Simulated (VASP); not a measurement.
# GdMn (Pm-3m) in VASP: further runs

The runs below take GdMn through single point, with PBEsol.

Everything below comes from runs of VASP 6.6.1. Logs are shortened: lines on timing, memory, paths and dates and some standing lists are left out, and cuts for length are marked.

## Step 1: The cell of the first run

The structure is cubic, space group Pm-3m (No. 221). Conventional cell: a = 3.448 Å, b = 3.448 Å, c = 3.448 Å, α = 90.00°, β = 90.00°, γ = 90.00°. Within 3.9 Å of Gd (site symmetry m-3m) lie 8 Mn at 2.99 Å and 6 Gd at 3.45 Å. Within 3.9 Å of Mn (site symmetry m-3m) lie 8 Gd at 2.99 Å and 6 Mn at 3.45 Å.

## Step 2: Single point, PBEsol, collinear spin, ferrimagnetic start

File INCAR:

```
SYSTEM = GdMn
ALGO     = Normal         ! electronic algorithm
EDIFF    = 1E-6           ! SCF threshold, eV
ENCUT    = 520            ! plane-wave cutoff, eV
GGA      = PS             ! functional
ISIF     = 2              ! what is computed and relaxed
ISMEAR   = 0              ! smearing method
ISPIN    = 2              ! spin polarisation
LASPH    = .True.         ! aspherical terms in the spheres
LCHARG   = .False.        ! write CHGCAR
LMAXMIX  = 6              ! l up to which the mixer works
LORBIT   = 11             ! projections on sites
LREAL    = .False.        ! projectors in reciprocal space
LWAVE    = .False.        ! write WAVECAR
MAGMOM   = 7 -3.5         ! initial moments
NBANDS   = 26             ! bands
NELM     = 150            ! most SCF steps
PREC     = Accurate       ! precision mode
SIGMA    = 0.05           ! smearing width, eV
```

File KPOINTS:

```
Automatic mesh
0
Gamma
  10 10 10
  0.5 0.5 0.5
```

File POSCAR:

```
GdMn
1.0
    3.4475309497      0.0000000000      0.0000000000
    0.0000000000      3.4475309497      0.0000000000
    0.0000000000      0.0000000000      3.4475309497
Gd Mn
1 1
Direct
    0.0000000000      0.0000000000      0.0000000000
    0.5000000000      0.5000000000      0.5000000000
```

Potentials or basis: VASP PAW PBE potentials, release 64 (Gd, Mn_pv).

Launch:

```sh
$ cat potpaw_PBE.64/Gd/POTCAR potpaw_PBE.64/Mn_pv/POTCAR > POTCAR
$ mpirun -np 1 vasp_std > vasp.out
```

OUTCAR:

```text
SYSTEM = GdMn
   EDIFF = 1E-6
   ENCUT = 520
   GGA = PS
   ISIF = 2
   ISMEAR = 0
   ISPIN = 2
   LASPH = .True.
   LORBIT = 11
   LREAL = .False.
   NELM = 150
   PREC = Accurate

 ion  position               nearest neighbor table
   1  0.000  0.000  0.000-   2 2.99   2 2.99   2 2.99   2 2.99   2 2.99   2 2.99   2 2.99   2 2.99

   2  0.500  0.500  0.500-   1 2.99   1 2.99   1 2.99   1 2.99   1 2.99   1 2.99   1 2.99   1 2.99

  LATTYP: Found a simple cubic cell.
 ALAT       =     3.4475309497

  Lattice vectors:

 A1 = (   3.4475309497,   0.0000000000,   0.0000000000)
 A2 = (   0.0000000000,   3.4475309497,   0.0000000000)
 A3 = (   0.0000000000,   0.0000000000,   3.4475309497)

Analysis of symmetry for initial positions (statically):
=====================================================================
 Subroutine PRICEL returns:
 Original cell was already a primitive cell.

 Routine SETGRP: Setting up the symmetry group for a
 simple cubic supercell.

 Subroutine GETGRP returns: Found 48 space group operations
 (whereof 48 operations were pure point group operations)
 out of a pool of 48 trial point group operations.

The static configuration has the point symmetry O_h .

Analysis of symmetry for dynamics (positions and initial velocities):
=====================================================================
 Subroutine PRICEL returns:
 Original cell was already a primitive cell.

 Routine SETGRP: Setting up the symmetry group for a
 simple cubic supercell.

 Subroutine GETGRP returns: Found 48 space group operations
 (whereof 48 operations were pure point group operations)
 out of a pool of 48 trial point group operations.

The dynamic configuration has the point symmetry O_h .

Analysis of structural, dynamic, and magnetic symmetry:
=====================================================================
 Subroutine PRICEL returns:
 Original cell was already a primitive cell.

 Routine SETGRP: Setting up the symmetry group for a
 simple cubic supercell.

 Subroutine GETGRP returns: Found 48 space group operations
 (whereof 48 operations were pure point group operations)
 out of a pool of 48 trial point group operations.

The overall configuration has the point symmetry O_h .

 Subroutine INISYM returns: Found 48 space group operations
 (whereof 48 operations are pure point group operations),
 and found     1 'primitive' translations

----------------------------------------------------------------------------------------

                                     Primitive cell

  volume of cell :      40.9755

  direct lattice vectors                    reciprocal lattice vectors
     3.447530950  0.000000000  0.000000000     0.290062661  0.000000000  0.000000000
     0.000000000  3.447530950  0.000000000     0.000000000  0.290062661  0.000000000
     0.000000000  0.000000000  3.447530950     0.000000000  0.000000000  0.290062661

  length of vectors
     3.447530950  3.447530950  3.447530950     0.290062661  0.290062661  0.290062661

  position of ions in fractional coordinates (direct lattice)
     0.000000000  0.000000000  0.000000000
     0.500000000  0.500000000  0.500000000

  ion indices of the primitive-cell ions
   primitive index   ion index
                 1           1
                 2           2

----------------------------------------------------------------------------------------

 KPOINTS: Automatic mesh

Automatic generation of k-mesh.
 Grid dimensions read from file:
 generate k-points for:   10   10   10

 Generating k-lattice:

  Cartesian coordinates                     Fractional coordinates (reciprocal lattice)
     0.029006266  0.000000000  0.000000000     0.100000000  0.000000000  0.000000000
     0.000000000  0.029006266  0.000000000     0.000000000  0.100000000  0.000000000
     0.000000000  0.000000000  0.029006266     0.000000000  0.000000000  0.100000000

  Length of vectors
     0.029006266  0.029006266  0.029006266

  Shift w.r.t. Gamma in fractional coordinates (k-lattice)
     0.500000000  0.500000000  0.500000000

 Subroutine IBZKPT returns following result:
 ===========================================

 Found     35 irreducible k-points:

 Following reciprocal coordinates:
            Coordinates               Weight
  0.050000  0.050000  0.050000      8.000000
  0.150000  0.050000  0.050000     24.000000
  0.250000  0.050000  0.050000     24.000000
  0.350000  0.050000  0.050000     24.000000
  0.450000  0.050000  0.050000     24.000000
  0.150000  0.150000  0.050000     24.000000
[... 16 lines left out ...]
  0.350000  0.350000  0.150000     24.000000
  0.450000  0.350000  0.150000     48.000000
 [... further k-points ...]
   k-points           NKPTS =     35   k-points in BZ     NKDIM =     35   number of bands    NBANDS=     26
   number of dos      NEDOS =    301   number of ions     NIONS =      2
   total plane-waves  NPLWV =  21952
   dimension x,y,z NGX =    28 NGY =   28 NGZ =   28
   dimension x,y,z NGXF=    56 NGYF=   56 NGZF=   56
   ions per type =               1   1
   NGX,Y,Z   is equivalent  to a cutoff of  13.50, 13.50, 13.50 a.u.
   NGXF,Y,Z  is equivalent  to a cutoff of  27.00, 27.00, 27.00 a.u.
 SYSTEM =  GdMn
   PREC   = accura    normal or accurate (medium, high low for compatibility)
   ISTART =      0    job   : 0-new  1-cont  2-samecut
   ICHARG =      2    charge: 1-file 2-atom 10-const
   ISPIN  =      2    spin polarized calculation?
   LNONCOLLINEAR =      F non collinear calculations
   LSORBIT =      F    spin-orbit coupling
   LASPH  =      T    aspherical Exc in radial PAW
   ENCUT  =  520.0 eV  38.22 Ry    6.18 a.u.   6.41  6.41  6.41*2*pi/ulx,y,z
   NELM   =    150;   NELMIN=  2; NELMDL= -5     # of ELM steps
   EDIFF  = 0.1E-05   stopping-criterion for ELM
   LREAL  =      F    real-space projection
   EDIFFG = 0.1E-04   stopping-criterion for IOM
   NSW    =      0    number of steps for IOM
   IBRION =     -1    ionic relax: 0-MD 1-quasi-New 2-CG
   NFREE  =      0    steps in history (QN), initial steepest desc. (CG)
   ISIF   =      2    stress and relaxation
   ISYM   =      2    0-nonsym 1-usesym 2-fastsym
   POTIM  = 0.5000    time-step for ionic-motion
   TEBEG  =    0.0;   TEEND  =   0.0 temperature during run
   PSTRESS=    0.0 pullay stress
   NELECT =      31.0000    total number of electrons
   NUPDOWN=      -1.0000    fix difference up-down
   EMIN   =  10.00;   EMAX   =-10.00  energy-range for DOS
   EFERMI =   0.00;   METHOD = LEGACY
   ISMEAR =     0;   SIGMA  =   0.05  broadening in eV -4-tet -1-fermi 0-gaus
   EFERMI_NEDOS =   21; number of points for ismear=-14 and -15
   IALGO  =     38    algorithm
   IMIX   =      4    mixing-type and parameters
     AMIX     =   0.40;   BMIX     =  1.00
     AMIX_MAG =   1.60;   BMIX_MAG =  1.00
  volume/ion in A,a.u.               =      20.49       138.26
  Fermi-wavevector in a.u.,A,eV,Ry     =   1.491720  2.818941 30.276060  2.225228
  Thomas-Fermi vector in A             =   2.604339
   LORBIT       =     11    0 simple, 1 ext, 2 COOP (PROOUT), +10 PAW based schemes
   GGA     = PS    functional components
   LHFCALC =     F    Hartree Fock is set to
   AEXX    =    0.0000 exact exchange contribution
   IVDW    =     0    specifies the selected vdW correction
   LEPSILON=     F    determine dielectric tensor
   LRPA    =     F    only Hartree local field effects (RPA)
 spin polarized calculation
 Gauss-broadening in eV      SIGMA  =   0.05
  energy-cutoff  :      520.00
  volume of cell :       40.98
 maximum number of plane-waves:      1112
 NGX is ok and might be reduce to    28
   NGX = 13   NGY = 13   NGZ = 13

 number of electron      30.9999992 magnetization       4.1545687

 Free energy of the ion-electron system (eV)
  ---------------------------------------------------
  ext. energy  EPLUGINS =         0.00000000
  ---------------------------------------------------
  free energy    TOTEN  =       -21.22794488 eV

  energy without entropy =      -21.22520445  energy(sigma->0) =      -21.22657467

 E-fermi :   5.1168     XC(G=0): -11.5898

 val. band max:        5.0987199083   @ k =   0.2500   0.2500   0.2500
 cond. band min:       5.1181803151   @ k =   0.3500   0.2500   0.1500
 fundamental gap:      0.0194604068
 Fermi energy:         5.1168152309

 spin component 1

 k-point     1 :       0.0500    0.0500    0.0500
  band No.  band energies     occupation
      1     -40.8915      1.00000
      2     -40.8908      1.00000
      3     -40.8908      1.00000
      4     -39.5083      1.00000
      5     -16.7118      1.00000
      6     -16.7069      1.00000
[... 18 lines left out ...]
     25      10.6366      0.00000
     26      12.9858      0.00000
[... 644 lines left out ...]
      4     -39.4336      1.00000
      5     -17.2179      1.00000
      6     -17.0990      1.00000
[... 18 lines left out ...]
     25      10.3842      0.00000
     26      12.5408      0.00000

 [... further k-points ...]

 spin component 2

 k-point     1 :       0.0500    0.0500    0.0500
  band No.  band energies     occupation
      1     -44.1945      1.00000
      2     -44.1944      1.00000
      3     -44.1944      1.00000
      4     -36.3142      1.00000
      5     -14.3480      1.00000
      6     -14.3403      1.00000
[... 18 lines left out ...]
     25      11.3580      0.00000
     26      13.1414      0.00000
[... 644 lines left out ...]
      4     -36.2229      1.00000
      5     -14.9515      1.00000
      6     -14.8073      1.00000
[... 18 lines left out ...]
     25      10.6576      0.00000
     26      13.7327      0.00000

 [... further k-points ...]
[... 5 lines left out ...]
  --------------------------------------------------------------------------------------
  -------------------------------------------------------------------------------------
  Total       -0.0256939     -0.0256939     -0.0256939     -0.0000000      0.0000000      0.0000000
  in kB       -1.0046529     -1.0046529     -1.0046529     -0.0000000      0.0000000      0.0000000
  external PRESSURE =      -1.0046529 kB  Pullay stress =       0.0000000 kB

 VOLUME and BASIS-vectors are now :
 -----------------------------------------------------------------------------
  energy-cutoff  :      520.00
  volume of cell :       40.98
      direct lattice vectors                 reciprocal lattice vectors
     3.447530950  0.000000000  0.000000000     0.290062661  0.000000000  0.000000000
     0.000000000  3.447530950  0.000000000     0.000000000  0.290062661  0.000000000
     0.000000000  0.000000000  3.447530950     0.000000000  0.000000000  0.290062661

 POSITION                                       TOTAL-FORCE (eV/Angst)
 -----------------------------------------------------------------------------------
      0.00000      0.00000      0.00000         0.000000      0.000000      0.000000
      1.72377      1.72377      1.72377         0.000000      0.000000      0.000000
 -----------------------------------------------------------------------------------
    total drift:                                0.000000      0.000000      0.000000

  FREE ENERGIE OF THE ION-ELECTRON SYSTEM (eV)
  ---------------------------------------------------
  free  energy   TOTEN  =       -21.2279448807 eV

  energy  without entropy=      -21.2252044527  energy(sigma->0) =      -21.22657467

 total charge

# of ion       s       p       d       f       tot
--------------------------------------------------
    1        2.072   5.554   0.690   6.970  15.286
    2        0.392   6.168   5.020   0.000  11.581
--------------------------------------------------
tot          2.464  11.723   5.710   6.970  26.867

 magnetization (x)

# of ion       s       p       d       f       tot
--------------------------------------------------
    1        0.017  -0.076   0.250   6.799   6.990
    2       -0.053   0.007  -3.146   0.000  -3.192
--------------------------------------------------
tot         -0.036  -0.070  -2.896   6.799   3.797
```

Run time: 6.8 min. Hardware: 1 thread of Oxide Virtual Turin-like, shared host; peak memory 0.19 GiB.

Results:

```yaml
Free_energy: -21.2279 eV
Pressure: -0.1 GPa
Net_moment: 4.15 μB per cell
Site_moments: Gd +6.99; Mn -3.19 μB
Valence_electrons_inside_the_program's_atomic_spheres: Gd 15.29; Mn 11.58
```

Levels at points of the mesh, in eV from the Fermi level:
Spin up:
```tsv
k point	band 15	band 16	band 17	band 18	band 19	band 20
(0.05, 0.05, 0.05)	-4.20	-2.22	-2.22	0.70	0.70	0.81
```
Spin down:
```
           k point  band 9  band 10  band 11  band 12  band 13  band 14  band 15  band 16  band 17  band 18
(0.05, 0.05, 0.05)   -3.24    -3.24    -1.98    -1.98    -1.95     0.99     0.99     0.99     0.99     1.01
```

Caveat: the PAW data sets were made with another functional, which shifts forces and pressure a little; spin-orbit coupling is left out, which moves the levels of the heavy elements; without U or exact exchange the open f shell lies at the Fermi level, which spoils levels, moments and volumes. The state reached can hang on the start; a lower one may exist.

(Part 1 of 2 ends here.)
